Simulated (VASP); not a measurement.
**W: single point with r2SCAN**

W:

```xyz
1
Lattice="0.0000 2.0909 1.9995 2.0909 0.0000 1.9995 2.0909 2.0909 0.0000" Properties=species:S:1:pos:R:3 pbc="T T T"
W     0.0000    0.0000    0.0000
```

This cell differs from its parent crystal: strain +0.030 along x and y, -0.015 along z.

| Quantity | Value |
| --- | --- |
| Program | VASP 6.6.1 |
| Task | single point |
| Functional | r2SCAN |
| Potentials or basis | VASP PAW PBE potentials, release 64 (W_sv) |
| Cutoff | 520 eV |
| k mesh | 20 × 20 × 20 |
| Occupations | gaussian, width 0.15 eV |
| Spin | no spin polarisation |
| Dipole correction | no |
| Further INCAR settings | ALGO = Normal; EDIFF = 1e-06; NBANDS = 13 |

```yaml
Pressure: -18.8 GPa
Band_gap_on_the_k_mesh: zero (bands 7 and 8 overlap by 3.74 eV)
```

Stress tensor (GPa, compression positive):
```
-13.39   0.00   0.00
  0.00 -13.39   0.00
  0.00   0.00 -29.58
```

Levels at points of the mesh, in eV from the Fermi level:
| k point | band 4 | band 5 | band 6 | band 7 | band 8 | band 9 | band 10 | band 11 |
| --- | --- | --- | --- | --- | --- | --- | --- | --- |
| (0.00, 0.00, 0.00) | -38.83 | -9.22 | -0.80 | -0.80 | -0.15 | 2.05 | 2.92 | 13.24 |
| (0.50, 0.00, 0.00) | -38.94 | -5.63 | -1.08 | -0.35 | 0.20 | 4.57 | 4.91 | 9.81 |
| (0.50, 0.50, 0.00) | -39.26 | -5.28 | -4.50 | 3.20 | 4.72 | 5.35 | 5.35 | 11.17 |
| (0.50, 0.00, 0.50) | -39.14 | -5.39 | -4.43 | 2.30 | 4.78 | 5.08 | 5.61 | 11.65 |

Run time: 6.7 min on 1 thread of Intel Xeon 8259CL, with other jobs on the host, peak memory 0.27 GiB.

Caveat: the cell differs from its parent crystal (strain +0.030 along x and y, -0.015 along z); the cell stands under tension; the PAW data sets were made with another functional, which shifts forces and pressure a little; spin-orbit coupling is left out, which moves the levels of the heavy elements.
